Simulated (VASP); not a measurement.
# CuO (rock salt type): single point with r2SCAN

CuO (rock salt type):

```
Cu O
1.0
     0.00000    2.06368    2.06368
     2.06368    0.00000    2.06368
     2.06368    2.06368    0.00000
Cu O
1 1
Direct
  0.00000 0.00000 0.00000
  0.50000 0.50000 0.50000
```

```
Program                : VASP 6.6.1
Task                   : single point
Functional             : r2SCAN
Potentials or basis    : VASP PAW PBE potentials, release 64 (Cu, O)
Cutoff                 : 520 eV
k mesh                 : 14 × 14 × 14
Occupations            : fermi-dirac, width 0.1 eV
Spin                   : no spin polarisation
Dipole correction      : no
Further INCAR settings : ALGO = Normal; EDIFF = 1e-07; NBANDS = 16
```

```
Pressure               : 10.9 GPa
Band gap on the k mesh : zero (an odd number of electrons rules out a gap without spin polarisation)
```

Levels at points of the mesh, in eV from the Fermi level:
```csv
k point,band 6,band 7,band 8,band 9,band 10,band 11,band 12,band 13
"(0.00, 0.00, 0.00)",-2.88,-2.88,-2.47,-2.47,2.30,19.22,19.89,19.89
"(0.50, 0.00, 0.00)",-2.19,-1.70,0.80,0.80,6.45,11.11,14.95,14.95
"(0.50, 0.50, 0.00)",-2.13,-1.99,-1.99,-1.56,6.64,11.94,12.84,18.05
```

Wall time 3 min on 1 thread of Intel Xeon 8259CL (shared host), peak memory 0.16 GiB.

Caveat: the cell stands under pressure; the PAW data sets were made with another functional, which shifts forces and pressure a little; an odd number of electrons without spin polarisation forces a metal; a magnetic or distorted state may lie lower; semilocal functionals often make such compounds metallic where correlation or magnetic order opens a gap, which also shifts bond lengths. With open d or f shells a metallic result of r2SCAN can be an artefact of self-interaction; +U or a hybrid may open a gap.
